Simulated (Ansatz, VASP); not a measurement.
# CrSi8Mo3 in VASP and in Ansatz

```
Cr Si Mo
1.0
     4.50967    0.00000    0.00000
     0.00000    4.50967    0.00000
     0.00000    0.00000    7.79690
Cr Si Mo
1 8 3
Direct
  0.00000 0.00000 0.50000
  0.00000 0.50000 0.66155
  0.00000 0.00000 0.17030
  0.50000 0.50000 0.16578
  0.50000 0.00000 0.66155
  0.00000 0.50000 0.33845
  0.00000 0.00000 0.82970
  0.50000 0.50000 0.83422
  0.50000 0.00000 0.33845
  0.00000 0.50000 0.00000
  0.50000 0.50000 0.50000
  0.50000 0.00000 0.00000
```

Alike in both runs: task relaxation of cell and atoms; functional PBE; k mesh 8 × 8 × 6; occupations gaussian, width 0.1 eV; no spin polarisation.

|  | VASP | Ansatz |
| --- | --- | --- |
| version | VASP 6.6.1 | Ansatz 0.2.0 |
| potentials or method | VASP PAW PBE potentials, release 64 (Cr_pv, Si, Mo_sv), cutoff 600 eV | scalar-relativistic, plane waves, PAW |
| valence electrons in the cell | 86 | 88 |

|  | VASP | Ansatz | Ansatz less VASP |
| --- | --- | --- | --- |
| gap on the k mesh at the Fermi level, each at its own relaxed structure (eV) | none | none | - |
| relaxed volume (Å³/atom) | 13.21 | 13.21 | 0.000 |
| relaxed cell length with the largest relative difference (Å) | 4.510 | 4.510 | 0.0000 |

A gap of «none» marks a metal or a gap that the smearing closes. VASP's potentials hold 86 valence electrons a cell and Ansatz's 88, so a difference there can come from the potentials and not from the codes.

Noted on VASP's run: the relaxation stopped at its first step, so nothing moved.
